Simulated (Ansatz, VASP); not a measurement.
# V in VASP and in Ansatz

```
V
1.0
    -1.49848    1.49848    1.49848
     1.49848   -1.49848    1.49848
     1.49848    1.49848   -1.49848
V
1
Direct
  0.00000 0.00000 0.00000
```

Alike in both runs: functional PBE; k mesh 21 × 21 × 21; occupations fermi-dirac, width 0.05 eV; no spin polarisation.

Ansatz relaxed the structure, and its values are those at the end. VASP's run is a single point on that final structure, the one shown.

|  | VASP | Ansatz |
| --- | --- | --- |
| version | VASP 6.6.1 | Ansatz 0.2.0 |
| potentials or method | VASP PAW PBE potentials, release 64 (V_sv) | PAW with Ansatz's default frozen-core files, scalar-relativistic |
| plane-wave cutoff (eV) | 520 | 420 |
| valence electrons in the cell | 13 | 13 |

|  | VASP | Ansatz | Ansatz less VASP |
| --- | --- | --- | --- |
| pressure (GPa) | 0.2 | 0.0 | -0.22 |

The functional is the same, so the differences come from potentials, cutoffs and numerics.
